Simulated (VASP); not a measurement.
# SiC (P6_3mc) in VASP: notebook, part 3 of 3

VASP 6.6.1. The steps go on from the part before.

## Step 6: Single point, PBE+D3(BJ)

This run uses another cell than the first one, of 10.31 Å³/atom, 1.042 times its volume.

Input file INCAR:

```
ALGO = Normal ; EDIFF = 1E-6
ENCUT = 520 ; GGA = PE
ISIF = 2 ; ISMEAR = -1
IVDW = 12 ; LASPH = True
LCHARG = False ; LREAL = False
LWAVE = False ; NBANDS = 26
NELM = 60 ; PREC = Accurate
SIGMA = 0.05
```

Input file KPOINTS:

```
k-points
0
Gamma
  10 10 3
```

Input file POSCAR:

```
SiC
1.0
    3.0756941497      0.0000000000      0.0000000000
   -1.5378470748      2.6636292679      0.0000000000
    0.0000000000      0.0000000000     10.0706464800
Si C
4 4
Direct
    0.0000000000      0.0000000000      0.1878943800
    0.0000000000      0.0000000000      0.6878943800
    0.3333333333      0.6666666667      0.4378419800
    0.6666666667      0.3333333333      0.9378419800
    0.0000000000      0.0000000000      0.0004600500
    0.0000000000      0.0000000000      0.5004600500
    0.3333333333      0.6666666667      0.2498025900
    0.6666666667      0.3333333333      0.7498025900
```

Potentials or basis: VASP PAW PBE potentials, release 64 (Si, C).

Command:

```bash
> cat potpaw_PBE.64/Si/POTCAR potpaw_PBE.64/C/POTCAR > POTCAR
> mpirun -np 1 vasp_std > vasp.out
```

OUTCAR:

```text
EDIFF = 1E-6
   ENCUT = 520
   GGA = PE
   ISIF = 2
   ISMEAR = -1
   IVDW = 12
   LASPH = True
   LREAL = False
   NELM = 60
   PREC = Accurate
 IVDW          = 12

 ion  position               nearest neighbor table
   1  0.000  0.000  0.188-   7 1.88   7 1.88   7 1.88   5 1.89   3 3.08   3 3.08   3 3.08   4 3.08
                             4 3.08   4 3.08
   2  0.000  0.000  0.688-   8 1.88   8 1.88   8 1.88   6 1.89   4 3.08   4 3.08   4 3.08   3 3.08
                             3 3.08   3 3.08
   3  0.333  0.667  0.438-   6 1.88   6 1.88   6 1.88   7 1.89   1 3.08   1 3.08   1 3.08   2 3.08
                             2 3.08   2 3.08
   4  0.667  0.333  0.938-   5 1.88   5 1.88   5 1.88   8 1.89   2 3.08   2 3.08   2 3.08   1 3.08
                             1 3.08   1 3.08
   5  0.000  0.000  0.000-   4 1.88   4 1.88   4 1.88   1 1.89
   6  0.000  0.000  0.500-   3 1.88   3 1.88   3 1.88   2 1.89
   7  0.333  0.667  0.250-   1 1.88   1 1.88   1 1.88   3 1.89
   8  0.667  0.333  0.750-   2 1.88   2 1.88   2 1.88   4 1.89

  LATTYP: Found a hexagonal cell.
 ALAT       =     3.0756941497
 C/A-ratio  =     3.2742678530

  Lattice vectors:

 A1 = (   3.0756941497,   0.0000000000,   0.0000000000)
 A2 = (  -1.5378470748,   2.6636292679,   0.0000000000)
 A3 = (   0.0000000000,   0.0000000000,  10.0706464800)

Analysis of symmetry for initial positions (statically):
=====================================================================
 Subroutine PRICEL returns:
 Original cell was already a primitive cell.

 Routine SETGRP: Setting up the symmetry group for a
 hexagonal supercell.

 Subroutine GETGRP returns: Found 12 space group operations
 (whereof  6 operations were pure point group operations)
 out of a pool of 24 trial point group operations.

The static configuration has the point symmetry C_3v.
 The point group associated with its full space group is C_6v.

Analysis of symmetry for dynamics (positions and initial velocities):
=====================================================================
 Subroutine PRICEL returns:
 Original cell was already a primitive cell.

 Routine SETGRP: Setting up the symmetry group for a
 hexagonal supercell.

 Subroutine GETGRP returns: Found 12 space group operations
 (whereof  6 operations were pure point group operations)
 out of a pool of 24 trial point group operations.

The dynamic configuration has the point symmetry C_3v.
 The point group associated with its full space group is C_6v.

 Subroutine INISYM returns: Found 12 space group operations
 (whereof  6 operations are pure point group operations),
 and found     1 'primitive' translations

----------------------------------------------------------------------------------------

                                     Primitive cell

  volume of cell :      82.5039

  direct lattice vectors                    reciprocal lattice vectors
     3.075694150  0.000000000  0.000000000     0.325129857  0.187713811  0.000000000
    -1.537847075  2.663629268  0.000000000     0.000000000  0.375427621  0.000000000
[... 54 lines left out ...]
  0.000000  0.000000  0.000000      1.000000
  0.100000  0.000000  0.000000      6.000000
  0.200000  0.000000  0.000000      6.000000
  0.300000  0.000000  0.000000      6.000000
  0.400000  0.000000  0.000000      6.000000
  0.500000  0.000000  0.000000      3.000000
[... 16 lines left out ...]
  0.300000  0.100000  0.333333     24.000000
  0.400000  0.100000  0.333333     24.000000
 [... further k-points ...]
   k-points           NKPTS =     28   k-points in BZ     NKDIM =     28   number of bands    NBANDS=     26
   number of dos      NEDOS =    301   number of ions     NIONS =      8
   total plane-waves  NPLWV =  46080
   dimension x,y,z NGX =    24 NGY =   24 NGZ =   80
   dimension x,y,z NGXF=    48 NGYF=   48 NGZF=  160
   ions per type =               4   4
   NGX,Y,Z   is equivalent  to a cutoff of  12.97, 12.97, 13.21 a.u.
   NGXF,Y,Z  is equivalent  to a cutoff of  25.94, 25.94, 26.41 a.u.
 SYSTEM =  unknown system
   PREC   = accura    normal or accurate (medium, high low for compatibility)
   ISTART =      0    job   : 0-new  1-cont  2-samecut
   ICHARG =      2    charge: 1-file 2-atom 10-const
   ISPIN  =      1    spin polarized calculation?
   LNONCOLLINEAR =      F non collinear calculations
   LSORBIT =      F    spin-orbit coupling
   LASPH  =      T    aspherical Exc in radial PAW
   ENCUT  =  520.0 eV  38.22 Ry    6.18 a.u.   5.72  5.72 18.72*2*pi/ulx,y,z
   NELM   =     60;   NELMIN=  2; NELMDL= -5     # of ELM steps
   EDIFF  = 0.1E-05   stopping-criterion for ELM
   LREAL  =      F    real-space projection
   EDIFFG = 0.1E-04   stopping-criterion for IOM
   NSW    =      0    number of steps for IOM
   IBRION =     -1    ionic relax: 0-MD 1-quasi-New 2-CG
   NFREE  =      0    steps in history (QN), initial steepest desc. (CG)
   ISIF   =      2    stress and relaxation
   ISYM   =      2    0-nonsym 1-usesym 2-fastsym
   POTIM  = 0.5000    time-step for ionic-motion
   TEBEG  =    0.0;   TEEND  =   0.0 temperature during run
   PSTRESS=    0.0 pullay stress
   NELECT =      32.0000    total number of electrons
   NUPDOWN=      -1.0000    fix difference up-down
   EMIN   =  10.00;   EMAX   =-10.00  energy-range for DOS
   EFERMI =   0.00;   METHOD = LEGACY
   ISMEAR =    -1;   SIGMA  =   0.05  broadening in eV -4-tet -1-fermi 0-gaus
   EFERMI_NEDOS =   21; number of points for ismear=-14 and -15
   IALGO  =     38    algorithm
   IMIX   =      4    mixing-type and parameters
     AMIX     =   0.40;   BMIX     =  1.00
     AMIX_MAG =   1.60;   BMIX_MAG =  1.00
  volume/ion in A,a.u.               =      10.31        69.60
  Fermi-wavevector in a.u.,A,eV,Ry     =   1.193897  2.256138 19.393597  1.425389
  Thomas-Fermi vector in A             =   2.329900
   LORBIT       =      0    0 simple, 1 ext, 2 COOP (PROOUT), +10 PAW based schemes
   GGA     = PE    functional components
   LHFCALC =     F    Hartree Fock is set to
   AEXX    =    0.0000 exact exchange contribution
   IVDW    =    12    specifies the selected vdW correction
   LEPSILON=     F    determine dielectric tensor
   LRPA    =     F    only Hartree local field effects (RPA)
 non-spin polarized calculation
  energy-cutoff  :      520.00
  volume of cell :       82.50
 maximum number of plane-waves:      2248
 NGX is ok and might be reduce to    24
   NGX = 11   NGY = 11   NGZ = 37

 number of electron      32.0000000 magnetization

 Free energy of the ion-electron system (eV)
  ---------------------------------------------------
  ext. energy  EPLUGINS =         0.00000000
  ---------------------------------------------------
  free energy    TOTEN  =       -60.23099837 eV

  energy without entropy =      -60.23099837  energy(sigma->0) =      -60.23099837

 E-fermi :   9.2411     XC(G=0): -11.3673

 val. band max:        8.2108098956   @ k =   0.0000   0.0000   0.0000
 cond. band min:      10.4362926401   @ k =   0.5000   0.0000   0.0000
 fundamental gap:      2.2254827445
 Fermi energy:         9.2411339882

 k-point     1 :       0.0000    0.0000    0.0000
  band No.  band energies     occupation
      1      -7.2953      2.00000
      2      -6.1156      2.00000
      3      -6.0789      2.00000
      4      -3.7188      2.00000
      5      -0.4170      2.00000
      6       3.8233      2.00000
[... 685 lines left out ...]
     25      16.1911      0.00000
     26      17.0869      0.00000

 [... further k-points ...]

------------------------ aborting loop because EDIFF is reached ----------------------------------------

 Edisp (eV)   -2.41466

 E8    (eV) :    -0.9069

  FORCE on cell =-STRESS in cart. coord.  units (eV):
  Direction    XX          YY          ZZ          XY          YZ          ZX
  --------------------------------------------------------------------------------------
  -------------------------------------------------------------------------------------
  Total      -0.41431    -0.41431    -0.46825    -0.00000     0.00000     0.00000
  in kB      -8.04559    -8.04559    -9.09322    -0.00000     0.00000     0.00000
  external pressure =       -8.39 kB  Pullay stress =        0.00 kB

 VOLUME and BASIS-vectors are now :
 -----------------------------------------------------------------------------
  energy-cutoff  :      520.00
  volume of cell :       82.50
      direct lattice vectors                 reciprocal lattice vectors
     3.075694150  0.000000000  0.000000000     0.325129857  0.187713811  0.000000000
    -1.537847075  2.663629268  0.000000000     0.000000000  0.375427621  0.000000000
     0.000000000  0.000000000 10.070646480     0.000000000  0.000000000  0.099298491

 POSITION                                       TOTAL-FORCE (eV/Angst)
 -----------------------------------------------------------------------------------
      0.00000      0.00000      1.89222        -0.000000     -0.000000      0.001111
      0.00000      0.00000      6.92754         0.000000     -0.000000      0.001111
     -0.00000      1.77575      4.40935         0.000000      0.000000     -0.004770
      1.53785      0.88788      9.44468        -0.000000     -0.000000     -0.004770
      0.00000      0.00000      0.00463         0.000000      0.000000     -0.001620
      0.00000      0.00000      5.03996         0.000000     -0.000000     -0.001620
     -0.00000      1.77575      2.51567         0.000000     -0.000000      0.005279
      1.53785      0.88788      7.55100        -0.000000      0.000000      0.005279
 -----------------------------------------------------------------------------------
    total drift:                               -0.000000     -0.000000      0.000039

  FREE ENERGIE OF THE ION-ELECTRON SYSTEM (eV)
  ---------------------------------------------------
  free  energy   TOTEN  =       -62.6456536652 eV

  energy  without entropy=      -62.6456536652  energy(sigma->0) =      -62.64565367
```

Run time: 75 s. Hardware: 1 thread of Intel Xeon 8259CL, shared host; peak memory 0.22 GiB.

Results:

| Property | Result |
| --- | --- |
| Free energy | -62.6457 eV |
| Pressure | -0.8 GPa |
| Largest force | 0.005 eV/Å |
| Band gap on the k mesh | 2.23 eV, indirect (least direct gap 3.35 eV) |
| Dispersion energy per atom | -0.302 eV |

Forces on the atoms (eV/Å):
```
Si   0.000  0.000  0.001
Si   0.000  0.000  0.001
Si   0.000  0.000 -0.005
Si   0.000  0.000 -0.005
C    0.000  0.000 -0.002
C    0.000  0.000 -0.002
C    0.000  0.000  0.005
C    0.000  0.000  0.005
```

Stress tensor (GPa, compression positive):
```
-0.80  0.00  0.00
 0.00 -0.80  0.00
 0.00  0.00 -0.91
```

A k mesh can miss the band edges.

## Step 7: Overview

```csv
level,potentials or basis,cell,gap on the mesh (eV),pressure (GPa),largest force (eV/Å)
PBEsol,"VASP PAW PBE potentials, release 64 (Si, C)","a = 3.034, b = 3.034, c = 9.935 Å, angles 90.0, 90.0, 120.0°, 8 atoms",2.12,10.7,0.02
PBE+D3(BJ),"VASP PAW PBE potentials, release 64 (Si, C)","a = 3.055, b = 3.055, c = 10.003 Å, angles 90.0, 90.0, 120.0°, 8 atoms",2.23,3.7,0.01
revPBE+D3(BJ),"VASP PAW PBE potentials, release 64 (Si, C)","a = 3.055, b = 3.055, c = 10.003 Å, angles 90.0, 90.0, 120.0°, 8 atoms",2.23,1.0,0.02
LDA,"VASP PAW LDA potentials, release 64 (Si, C)","a = 3.076, b = 3.076, c = 10.071 Å, angles 90.0, 90.0, 120.0°, 8 atoms",2.17,-3.4,-
PBE+D3(BJ),"VASP PAW PBE potentials, release 64 (Si, C)","a = 3.076, b = 3.076, c = 10.071 Å, angles 90.0, 90.0, 120.0°, 8 atoms",2.23,-0.8,0.01
```

Alike in all rows: task single point; no spin polarisation; k mesh 10 × 10 × 3; cutoff (eV) 520; smearing fermi-dirac 0.05 eV.

Caveats: the PAW data sets were made with another functional, which shifts forces and pressure a little (some runs).

Total energies depend on the potentials used, so only differences within one code and one set of settings carry meaning.
